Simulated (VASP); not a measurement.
Here is a VASP 6.6.1 calculation.

File POSCAR:

```
As
1.0
    0.0000000000      2.9723814636      2.9723814636
    2.9723814636      0.0000000000      2.9723814636
    2.9723814636      2.9723814636      0.0000000000
As
2
Direct
    0.0000000000      0.0000000000      0.0000000000
    0.2500000000      0.2500000000      0.2500000000
```

File INCAR.step1:

```
ALGO = Normal
EDIFF = 1E-4
ENCUT = 520
GGA = PE
ISMEAR = -1
LASPH = T
LCHARG = F
LREAL = F
LWAVE = T
NBANDS = 12
NELM = 100
PREC = Accurate
SIGMA = 0.1
```

Contents of INCAR.step2:

```
ALGO = Normal
EDIFF = 1E-6
ENCUT = 520
ISIF = 2
ISMEAR = -1
ISTART = 1
LASPH = T
LCHARG = F
LMIXTAU = T
LREAL = F
LWAVE = F
METAGGA = R2SCAN
NBANDS = 12
NELM = 100
PREC = Accurate
SIGMA = 0.1
```

The input KPOINTS:

```
k-points
0
Gamma
  10 10 10
```

Potentials or basis: VASP PAW PBE potentials, release 64 (As).

Launch:

```sh
$ cat potpaw_PBE.64/As/POTCAR > POTCAR
$ cp INCAR.step1 INCAR
$ mpirun -np 1 vasp_std > vasp.out
$ cp INCAR.step2 INCAR
$ mpirun -np 1 vasp_std > vasp.out
```

(1) What does it give for the pressure?

(2) Predict the band gap on the k mesh.

## Answers

(1) 3.3 GPa.

(2) zero (band 5 reaches 4.50 eV, above the bottom of band 6 at 2.81 eV).

Caveat: the PAW data sets were made with another functional, which shifts forces and pressure a little.
